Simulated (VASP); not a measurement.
A run of VASP 6.6.1 is set up as follows.

The input INCAR:

```
SYSTEM = Li
ALGO = Normal ; EDIFF = 1E-6
EDIFFG = -0.005 ; ENCUT = 600
GGA = PS ; IBRION = 2
ISIF = 3 ; ISMEAR = -1
LASPH = .True. ; LCHARG = .False.
LREAL = .False. ; LWAVE = .False.
NELM = 60 ; NSW = 60
PREC = Accurate ; PSTRESS = 170.0
SIGMA = 0.08
```

File KPOINTS:

```
k-points
0
Gamma
  17 17 9
  0 0 0
```

Contents of POSCAR:

```
Li
1.0
    2.5782588840      0.0000000000      0.0000000000
   -1.2891294420      2.2328376911      0.0000000000
    0.0000000000      0.0000000000      4.1767793921
Li
2
Direct
    0.3333333333      0.6666666667      0.2500000000
    0.6666666667      0.3333333333      0.7500000000
```

Potentials or basis: VASP PAW PBE potentials, release 64 (Li_sv).

Launch:

```sh
$ cat potpaw_PBE.64/Li_sv/POTCAR > POTCAR
$ mpirun -np 1 vasp_std > vasp.out
```

(1) What does it give for the relaxed cell?

(2) Predict the relaxed volume.

(3) What does it give for the band gap on the k mesh?

(4) Predict the space group after relaxing (to 0.05 Å).

Results:

(1) a = 2.560 Å, b = 2.560 Å, c = 4.210 Å, α = 90.00°, β = 90.00°, γ = 120.00°.

(2) 11.95 Å³/atom.

(3) zero (band 3 reaches 4.94 eV, above the bottom of band 4 at -0.08 eV).

(4) P6_3/mmc (No. 194).

Caveat: the cutoff is under 1.25 times the usual one of these potentials, so pressure, stress and relaxed cells hold a basis-set (Pulay) error; the cell is relaxed towards a set pressure, so the enthalpy falls and the energy may rise; the PAW data sets were made with another functional, which shifts forces and pressure a little.
